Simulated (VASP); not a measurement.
# LiHgS (P4/mmm) in VASP: notebook

The runs below take LiHgS through relaxation of cell and atoms, single point, with PBE.

Program: VASP 6.6.1. These are calculated values, not measurements. Logs are shortened: lines on timing, memory, paths and dates and some standing lists are left out, and cuts for length are marked.

**1. The cell of the first run**

The structure is tetragonal, space group P4/mmm (No. 123). Conventional cell: a = 3.496 Å, b = 3.496 Å, c = 6.234 Å, α = 90.00°, β = 90.00°, γ = 90.00°. Li (site symmetry 4/mmm) has 4 S at 2.47 Å within 3.3 Å. Hg (site symmetry 4/mmm) has 2 S at 3.12 Å and 4 Hg at 3.50 Å and 8 Li at 3.98 Å within 4.1 Å. Within 3.3 Å of S (site symmetry 4/mmm) lie 4 Li at 2.47 Å and 2 Hg at 3.12 Å.

**2. Relaxation of cell and atoms, PBE**

File INCAR:

```
SYSTEM = LiHgS
PREC = Accurate ; ENCUT = 600
EDIFF = 1E-6 ; ISMEAR = 0
SIGMA = 0.1 ; LREAL = .False.
LASPH = .True. ; NELM = 100
ALGO = Normal ; ISIF = 3
LWAVE = .False. ; LCHARG = .False.
GGA = PE ; IBRION = 2
NSW = 90 ; EDIFFG = -0.04
```

File KPOINTS:

```
Automatic mesh
0
Gamma
  6 6 4
  0 0 0
```

File POSCAR:

```
LiHgS
1.0
    3.4963915900      0.0000000000      0.0000000000
    0.0000000000      3.4963915900      0.0000000000
    0.0000000000      0.0000000000      6.2343297600
Li Hg S
1 1 1
Direct
    0.5000000000      0.5000000000      0.5000000000
    0.0000000000      0.0000000000      0.0000000000
    0.0000000000      0.0000000000      0.5000000000
```

Potentials or basis: VASP PAW PBE potentials, release 64 (Li_sv, Hg, S).

Started as:

```bash
$ cat potpaw_PBE.64/Li_sv/POTCAR potpaw_PBE.64/Hg/POTCAR potpaw_PBE.64/S/POTCAR > POTCAR
$ mpirun -np 1 vasp_std > vasp.out
```

OUTCAR:

```text
SYSTEM = LiHgS
   PREC = Accurate
   ENCUT = 600
   EDIFF = 1E-6
   ISMEAR = 0
   LREAL = .False.
   LASPH = .True.
   NELM = 100
   ISIF = 3
   GGA = PE
   IBRION = 2
   NSW = 90
   EDIFFG = -0.04

 ion  position               nearest neighbor table
   1  0.500  0.500  0.500-   3 2.47   3 2.47   3 2.47   3 2.47
   2  0.000  0.000  0.000-   3 3.12   3 3.12
   3  0.000  0.000  0.500-   1 2.47   1 2.47   1 2.47   1 2.47   2 3.12   2 3.12

  LATTYP: Found a simple tetragonal cell.
 ALAT       =     3.4963915900
 C/A-ratio  =     1.7830753792

  Lattice vectors:

 A1 = (   3.4963915900,   0.0000000000,   0.0000000000)
 A2 = (   0.0000000000,   3.4963915900,   0.0000000000)
 A3 = (   0.0000000000,   0.0000000000,   6.2343297600)

Analysis of symmetry for initial positions (statically):
=====================================================================
 Subroutine PRICEL returns:
 Original cell was already a primitive cell.

 Routine SETGRP: Setting up the symmetry group for a
 simple tetragonal supercell.

 Subroutine GETGRP returns: Found 16 space group operations
 (whereof 16 operations were pure point group operations)
 out of a pool of 16 trial point group operations.

The static configuration has the point symmetry D_4h.

Analysis of symmetry for dynamics (positions and initial velocities):
=====================================================================
 Subroutine PRICEL returns:
 Original cell was already a primitive cell.

 Routine SETGRP: Setting up the symmetry group for a
 simple tetragonal supercell.

 Subroutine GETGRP returns: Found 16 space group operations
 (whereof 16 operations were pure point group operations)
 out of a pool of 16 trial point group operations.

The dynamic configuration has the point symmetry D_4h.

 Subroutine INISYM returns: Found 16 space group operations
 (whereof 16 operations are pure point group operations),
 and found     1 'primitive' translations

----------------------------------------------------------------------------------------

                                     Primitive cell

  volume of cell :      76.2131

  direct lattice vectors                    reciprocal lattice vectors
     3.496391590  0.000000000  0.000000000     0.286009154  0.000000000  0.000000000
     0.000000000  3.496391590  0.000000000     0.000000000  0.286009154  0.000000000
     0.000000000  0.000000000  6.234329760     0.000000000  0.000000000  0.160402166

  length of vectors
     3.496391590  3.496391590  6.234329760     0.286009154  0.286009154  0.160402166

  position of ions in fractional coordinates (direct lattice)
     0.500000000  0.500000000  0.500000000
     0.000000000  0.000000000  0.000000000
     0.000000000  0.000000000  0.500000000

  ion indices of the primitive-cell ions
   primitive index   ion index
                 1           1
                 2           2
                 3           3

----------------------------------------------------------------------------------------

 KPOINTS: Automatic mesh

Automatic generation of k-mesh.
 Grid dimensions read from file:
 generate k-points for:    6    6    4

 Generating k-lattice:

  Cartesian coordinates                     Fractional coordinates (reciprocal lattice)
     0.047668192  0.000000000  0.000000000     0.166666667  0.000000000  0.000000000
     0.000000000  0.047668192  0.000000000     0.000000000  0.166666667  0.000000000
     0.000000000  0.000000000  0.040100542     0.000000000  0.000000000  0.250000000

  Length of vectors
     0.047668192  0.047668192  0.040100542

  Shift w.r.t. Gamma in fractional coordinates (k-lattice)
     0.000000000  0.000000000  0.000000000

 Subroutine IBZKPT returns following result:
 ===========================================

 Found     30 irreducible k-points:

 Following reciprocal coordinates:
            Coordinates               Weight
  0.000000  0.000000  0.000000      1.000000
  0.166667  0.000000  0.000000      4.000000
  0.333333  0.000000  0.000000      4.000000
  0.500000  0.000000  0.000000      2.000000
  0.166667  0.166667  0.000000      4.000000
  0.333333  0.166667  0.000000      8.000000
[... 16 lines left out ...]
  0.333333  0.000000  0.500000      4.000000
  0.500000  0.000000  0.500000      2.000000
 [... further k-points ...]
   k-points           NKPTS =     30   k-points in BZ     NKDIM =     30   number of bands    NBANDS=     14
   number of dos      NEDOS =    301   number of ions     NIONS =      3
   total plane-waves  NPLWV =  39200
   dimension x,y,z NGX =    28 NGY =   28 NGZ =   50
   dimension x,y,z NGXF=    56 NGYF=   56 NGZF=  100
   ions per type =               1   1   1
   NGX,Y,Z   is equivalent  to a cutoff of  13.31, 13.31, 13.33 a.u.
   NGXF,Y,Z  is equivalent  to a cutoff of  26.63, 26.63, 26.67 a.u.
 SYSTEM =  LiHgS
   PREC   = accura    normal or accurate (medium, high low for compatibility)
   ISTART =      0    job   : 0-new  1-cont  2-samecut
   ICHARG =      2    charge: 1-file 2-atom 10-const
   ISPIN  =      1    spin polarized calculation?
   LNONCOLLINEAR =      F non collinear calculations
   LSORBIT =      F    spin-orbit coupling
   LASPH  =      T    aspherical Exc in radial PAW
   ENCUT  =  600.0 eV  44.10 Ry    6.64 a.u.   6.98  6.98 12.45*2*pi/ulx,y,z
   NELM   =    100;   NELMIN=  2; NELMDL= -5     # of ELM steps
   EDIFF  = 0.1E-05   stopping-criterion for ELM
   LREAL  =      F    real-space projection
   EDIFFG = -.4E-01   stopping-criterion for IOM
   NSW    =     90    number of steps for IOM
   IBRION =      2    ionic relax: 0-MD 1-quasi-New 2-CG
   NFREE  =      1    steps in history (QN), initial steepest desc. (CG)
   ISIF   =      3    stress and relaxation
   ISYM   =      2    0-nonsym 1-usesym 2-fastsym
   POTIM  = 0.5000    time-step for ionic-motion
   TEBEG  =    0.0;   TEEND  =   0.0 temperature during run
   PSTRESS=    0.0 pullay stress
   NELECT =      21.0000    total number of electrons
   NUPDOWN=      -1.0000    fix difference up-down
   EMIN   =  10.00;   EMAX   =-10.00  energy-range for DOS
   EFERMI =   0.00;   METHOD = LEGACY
   ISMEAR =     0;   SIGMA  =   0.10  broadening in eV -4-tet -1-fermi 0-gaus
   EFERMI_NEDOS =   21; number of points for ismear=-14 and -15
   IALGO  =     38    algorithm
   IMIX   =      4    mixing-type and parameters
     AMIX     =   0.40;   BMIX     =  1.00
     AMIX_MAG =   1.60;   BMIX_MAG =  1.00
  volume/ion in A,a.u.               =      25.40       171.44
  Fermi-wavevector in a.u.,A,eV,Ry     =   1.065298  2.013122 15.440718  1.134861
  Thomas-Fermi vector in A             =   2.200845
   LORBIT       =      0    0 simple, 1 ext, 2 COOP (PROOUT), +10 PAW based schemes
   GGA     = PE    functional components
   LHFCALC =     F    Hartree Fock is set to
   AEXX    =    0.0000 exact exchange contribution
   IVDW    =     0    specifies the selected vdW correction
   LEPSILON=     F    determine dielectric tensor
   LRPA    =     F    only Hartree local field effects (RPA)
 conjugate gradient relaxation of ions
 non-spin polarized calculation
 Gauss-broadening in eV      SIGMA  =   0.10
  energy-cutoff  :      600.00
  volume of cell :       76.21
 maximum number of plane-waves:      2568
 NGX is ok and might be reduce to    28
   NGX = 13   NGY = 13   NGZ = 25

--------------------------------------- Ionic step        1  -------------------------------------------

 number of electron      21.0000010 magnetization

 Free energy of the ion-electron system (eV)
  ---------------------------------------------------
  ext. energy  EPLUGINS =         0.00000000
  ---------------------------------------------------
  free energy    TOTEN  =        -7.37748776 eV

  energy without entropy =       -7.37167167  energy(sigma->0) =       -7.37457971

------------------------ aborting loop because EDIFF is reached ----------------------------------------

  FORCE on cell =-STRESS in cart. coord.  units (eV):
  Direction    XX          YY          ZZ          XY          YZ          ZX
  --------------------------------------------------------------------------------------
  -------------------------------------------------------------------------------------
  Total       -0.2929564     -0.2929564     -2.6485251      0.0000000     -0.0000000     -0.0000000
  in kB       -6.1586245     -6.1586245    -55.6781478      0.0000000     -0.0000000     -0.0000000
  external PRESSURE =     -22.6651322 kB  Pullay stress =       0.0000000 kB
[... 281 lines left out ...]
  energy  without entropy=       -7.6925956959  energy(sigma->0) =       -7.69571725

--------------------------------------- Ionic step        9  -------------------------------------------

 number of electron      20.9999999 magnetization

 Free energy of the ion-electron system (eV)
  ---------------------------------------------------
  ext. energy  EPLUGINS =         0.00000000
  ---------------------------------------------------
  free energy    TOTEN  =        -7.70977585 eV

  energy without entropy =       -7.70207502  energy(sigma->0) =       -7.70592544

 E-fermi :   1.9150     XC(G=0):  -8.7692

 val. band max:        1.7557777122   @ k =   0.3333   0.0000   0.2500
 cond. band min:       1.9246875647   @ k =   0.3333   0.1667   0.2500
 fundamental gap:      0.1689098525
 Fermi energy:         1.9150332822

 k-point     1 :       0.0000    0.0000    0.0000
  band No.  band energies     occupation
      1     -43.6370      2.00000
      2     -10.6689      2.00000
      3      -5.0803      2.00000
      4      -4.9170      2.00000
      5      -4.5927      2.00000
      6      -4.5927      2.00000
      7      -4.4512      2.00000
      8      -1.9846      2.00000
      9      -1.8629      2.00000
     10       0.8729      2.00000
     11       0.8729      2.00000
     12       7.3614      0.00000
     13       7.9385      0.00000
     14       8.7525      0.00000
[... 375 lines left out ...]
 k-point    24 :       0.5000    0.0000    0.5000
  band No.  band energies     occupation
      1     -43.6360      2.00000
      2      -9.9532      2.00000
      3      -5.5531      2.00000
      4      -5.0300      2.00000
      5      -4.8734      2.00000
      6      -4.6406      2.00000
      7      -4.6156      2.00000
      8      -2.4538      2.00000
      9      -0.9699      2.00000
     10       1.5943      1.99999
     11       1.7136      1.99561
     12       4.7784      0.00000
     13       7.2306      0.00000
     14       8.4057      0.00000

 [... further k-points ...]
[... 5 lines left out ...]
  --------------------------------------------------------------------------------------
  -------------------------------------------------------------------------------------
  Total        0.1111644      0.1111644     -0.0809590      0.0000000      0.0000000      0.0000000
  in kB        2.6135334      2.6135334     -1.9033879      0.0000000      0.0000000      0.0000000
  external PRESSURE =       1.1078930 kB  Pullay stress =       0.0000000 kB
[... 18 lines left out ...]
  FREE ENERGIE OF THE ION-ELECTRON SYSTEM (eV)
  ---------------------------------------------------
  free  energy   TOTEN  =        -7.7097758542 eV

  energy  without entropy=       -7.7020750238  energy(sigma->0) =       -7.70592544

 reached required accuracy - stopping structural energy minimisation
```

Wall time 75 s (1 thread of Intel Xeon 6975P-C (Granite Rapids), shared host); peak memory 0.23 GiB.

Results:

```yaml
Free_energy: -7.7098 eV
Relaxed_volume: 22.72 Å³/atom
Relaxed_cell: a = 3.597 Å, b = 3.597 Å, c = 5.267 Å, α = 90.00°, β = 90.00°, γ = 90.00°
Space_group_after_relaxing_to_0.05_Å: P4/mmm (No. 123)
Energy_gained_by_relaxing: 110.8 meV/atom
Ionic_steps: 9
Pressure_after_relaxing: 0.1 GPa
```

Step by step:
```tsv
step	energy change (eV)	largest force (eV/Å)	pressure (GPa)	volume (Å³)
1	0.0000	0.0000	-2.27	76.21
2	-0.1116	0.0000	-1.59	72.28
3	-0.2471	0.0000	3.71	60.87
4	-0.2646	0.0000	0.77	65.14
5	-0.2710	0.0000	1.67	63.68
6	-0.3134	0.0000	1.33	64.89
7	-0.3185	0.0000	1.39	65.77
8	-0.3214	0.0000	1.30	65.44
9	-0.3323	0.0000	0.11	68.15
```

Final structure:
```cif
data_structure
_symmetry_space_group_name_H-M 'P 1'
_symmetry_Int_Tables_number 1
_cell_length_a 3.5971
_cell_length_b 3.5971
_cell_length_c 5.2668
_cell_angle_alpha 90.000
_cell_angle_beta 90.000
_cell_angle_gamma 90.000
_cell_volume 68.15
loop_
_atom_site_label
_atom_site_type_symbol
_atom_site_fract_x
_atom_site_fract_y
_atom_site_fract_z
_atom_site_occupancy
Li1 Li 0.50000 0.50000 0.50000 1
Hg1 Hg 0.00000 0.00000 0.00000 1
S1 S 0.00000 0.00000 0.50000 1
```

Levels at points of the mesh, in eV from the Fermi level:
```
           k point  band 8  band 9  band 10  band 11  band 12  band 13
(0.00, 0.00, 0.00)   -3.90   -3.78    -1.04    -1.04     5.45     6.02
(0.50, 0.00, 0.00)   -3.68   -3.09    -2.17    -0.48     1.38     4.63
(0.50, 0.50, 0.00)   -3.37   -3.37    -2.58    -0.46     3.14     3.14
(0.00, 0.00, 0.50)   -6.31   -0.73    -0.73     2.00     3.35     6.51
(0.50, 0.00, 0.50)   -4.37   -2.88    -0.32    -0.20     2.86     5.32
(0.50, 0.50, 0.50)   -3.13   -2.78    -2.78     1.71     1.71     3.86
```

Caveat: the cutoff is under 1.25 times the usual one of these potentials, so pressure, stress and relaxed cells hold a basis-set (Pulay) error; spin-orbit coupling is left out, which moves the levels of the heavy elements.

**3. Single point, PBE**

This run uses another cell than the first one, of 22.63 Å³/atom, 0.891 times its volume.

File INCAR:

```
SYSTEM = LiHgS
  ALGO = Normal
  EDIFF = 1E-6
  ENCUT = 750
  GGA = PE
  GGA_COMPAT = .FALSE.
  ISIF = 2
  ISMEAR = 0
  LASPH = .TRUE.
  LCHARG = .FALSE.
  LREAL = .FALSE.
  LWAVE = .FALSE.
  NBANDS = 22
  NELM = 120
  PREC = Accurate
  SIGMA = 0.1
```

File KPOINTS:

```
k-points
0
G
  6 6 4
  0 0 0
```

File POSCAR:

```
LiHgS
1.0
    3.6032980662      0.0000000000      0.0000000000
    0.0000000000      3.6032980662      0.0000000000
    0.0000000000      0.0000000000      5.2294190788
Li Hg S
1 1 1
Direct
    0.5000000000      0.5000000000      0.5000000000
    0.0000000000      0.0000000000      0.0000000000
    0.0000000000      0.0000000000      0.5000000000
```

Potentials or basis: VASP PAW PBE potentials, release 64 (Li_sv, Hg_sv_GW, S).

Started as:

```bash
$ cat potpaw_PBE.64/Li_sv/POTCAR potpaw_PBE.64/Hg_sv_GW/POTCAR potpaw_PBE.64/S/POTCAR > POTCAR
$ mpirun -np 1 vasp_std > vasp.out
```

It took 24 s on 1 thread of Intel Xeon 6975P-C (Granite Rapids), shared host; peak memory 0.28 GiB.

The run converged. Its results:

- Free energy: -7.7294 eV
- Pressure: 0.0 GPa

Levels at points of the mesh, in eV from the Fermi level:
| k point | band 13 | band 14 | band 15 | band 16 | band 17 | band 18 |
| --- | --- | --- | --- | --- | --- | --- |
| (0.00, 0.00, 0.00) | -3.86 | -1.14 | -1.14 | 5.35 | 5.94 | 6.75 |
| (0.50, 0.00, 0.00) | -3.19 | -2.18 | -0.58 | 1.37 | 4.61 | 5.96 |
| (0.50, 0.50, 0.00) | -3.46 | -2.70 | -0.48 | 3.13 | 3.13 | 4.10 |
| (0.00, 0.00, 0.50) | -0.80 | -0.80 | 2.09 | 3.34 | 6.45 | 6.65 |
| (0.50, 0.00, 0.50) | -2.93 | -0.37 | -0.28 | 2.95 | 5.27 | 6.47 |
| (0.50, 0.50, 0.50) | -2.83 | -2.83 | 1.65 | 1.65 | 3.95 | 4.73 |

Caveat: spin-orbit coupling is left out, which moves the levels of the heavy elements.
